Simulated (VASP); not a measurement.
SiS2:

```
CELL_PARAMETERS angstrom
-2.85395 5.01224 2.76165
2.85395 -5.01224 2.76165
2.85395 5.01224 -2.76165
ATOMIC_POSITIONS crystal
Si 0.75000 0.75000 0.00000
Si 0.25000 0.25000 0.00000
S 0.11407 0.20292 0.31699
S 0.88593 0.79708 0.68301
S 0.61407 0.29708 0.91115
S 0.38593 0.70292 0.08885
```

This cell differs from its parent crystal: biaxial xy strain +4.0%.

Base run:

- Program: VASP 6.6.1
- Functional: r2SCAN
- Potentials or basis: VASP PAW PBE potentials, release 64 (Si, S)
- Cutoff: 550 eV
- k mesh: 6 × 6 × 6
- Occupations: gaussian, width 0.01 eV
- Spin: no spin polarisation

Its results: band gap on the k mesh 3.36 eV (least direct gap 3.62 eV); pressure -0.2 GPa; largest force 0.108 eV/Å.

Problem. The run is repeated on the same cell with these changes: functional from r2SCAN to HSE06; cutoff from 550 eV to 400 eV; k mesh from 6 × 6 × 6 to 4 × 4 × 4. What comes out?

Solution. Band gap on the k mesh 4.07 eV (least direct gap 4.36 eV); pressure -0.3 GPa; largest force 0.297 eV/Å.

Several settings changed at once.

Caveats: the PAW data sets were made with another functional, which shifts forces and pressure a little.

A k mesh can miss the band edges.
